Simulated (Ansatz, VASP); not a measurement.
**AlN in VASP and in Ansatz**

File INCAR:

```
PREC     = Accurate       # precision mode
ENCUT    = 520            # plane-wave cutoff, eV
EDIFF    = 1E-7           # SCF threshold, eV
ISMEAR   = 0              # smearing method
SIGMA    = 0.05           # smearing width, eV
LREAL    = F              # projectors in reciprocal space
LASPH    = T              # aspherical terms in the spheres
NELM     = 100            # most SCF steps
ALGO     = Normal         # electronic algorithm
ISIF     = 2              # what is computed and relaxed
LWAVE    = F              # write WAVECAR
LCHARG   = T              # write CHGCAR
GGA      = PE             # functional
LELF     = T              # ELF
LVHAR    = T            
NBANDS   = 11             # bands
```

KPOINTS

```
Automatic mesh
0
Gamma
  10 10 10
```

The input POSCAR:

```
AlN
1.0
    0.1692592212      2.1496713256      2.1496713256
    2.1496713256      0.1692592212      2.1496713256
    2.1496713256      2.1496713256      0.1692592212
Al N
1 1
Direct
    0.5000000000      0.5000000000      0.5000000000
    0.0000000000      0.0000000000      0.0000000000
```

Input for Ansatz:

```yaml
crystal:
  lattice:
    - [0.1692592212, 2.1496713256, 2.1496713256]
    - [2.1496713256, 0.1692592212, 2.1496713256]
    - [2.1496713256, 2.1496713256, 0.1692592212]
  atoms:
    - { symbol: Al, position: [0.5, 0.5, 0.5] }
    - { symbol: "N", position: [0.0, 0.0, 0.0] }
basis:
  ecutwfc: 520.0
kpoints:
  mp_grid: { grid: [10, 10, 10] }
hamiltonian:
  xc: pbe
  pseudopotentials: { kind: paw, azcp: { folder: soft_1 } }
scf:
  occupations: { method: gaussian, width: 0.05 }
output:
  forces: true
  stress: true
  eigenvalues: true
```

Alike in both runs: task single point; functional PBE; k mesh 10 × 10 × 10; occupations gaussian, width 0.05 eV; no spin polarisation.

|  | VASP | Ansatz |
| --- | --- | --- |
| version | VASP 6.6.1 | Ansatz 0.2.0 |
| potentials or method | VASP PAW PBE potentials, release 64 (Al, N), cutoff 520 eV | scalar-relativistic, plane waves, PAW |
| valence electrons in the cell | 8 | 8 |

|  | VASP | Ansatz | Ansatz less VASP |
| --- | --- | --- | --- |
| gap on the k mesh at the Fermi level (eV) | 2.65 | 2.66 | +0.010 |
| least direct gap on the mesh (eV) | 3.38 | 3.37 | -0.007 |
| pressure (GPa) | -7.9 | -7.7 | +0.14 |
| traceless stress, the component that is largest in VASP (GPa) | -25.98 | -25.96 | +0.012 |

With one functional, cell and mesh, what is left measures potentials, basis and numerics.
